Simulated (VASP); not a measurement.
Y:

```
CELL_PARAMETERS angstrom
1.84831 3.20137 0.00000
-1.84831 3.20137 0.00000
0.00000 0.00000 5.81843
ATOMIC_POSITIONS crystal
Y 0.33330 0.33340 0.25000
Y 0.66660 0.66670 0.75000
```

- Program: VASP 6.6.1
- Task: relaxation of cell and atoms
- Functional: PBE
- Potentials or basis: VASP PAW PBE potentials, release 64 (Y_sv)
- Cutoff: 600 eV
- k mesh: 10 × 10 × 6
- Occupations: fermi-dirac, width 0.1 eV
- Spin: no spin polarisation

At the start: pressure -1.8 GPa; volume 34.43 Å³/atom.

Problem. Where does the relaxation end?

Solution. Over 5 steps the energy falls by 9.3 meV/atom and the volume is 32.86 Å³/atom (-4.6 %); space group P6_3/mmc (No. 194, to 0.05 Å).

The path:
```csv
step,energy change (eV),largest force (eV/Å),pressure (GPa),volume (Å³)
1,0.0000,0.0002,-1.76,68.86
2,-0.0179,0.0002,0.32,65.16
3,-0.0184,0.0002,0.02,65.65
4,-0.0184,0.0002,-0.01,65.71
5,-0.0185,0.0002,-0.03,65.72
```

Final structure:
```xyz
2
Lattice="1.8238 3.1591 0.0000 -1.8238 3.1591 0.0000 0.0000 0.0000 5.7036" Properties=species:S:1:pos:R:3 pbc="T T T"
Y    -0.0002    2.1061    1.4259
Y    -0.0002    4.2120    4.2777
```
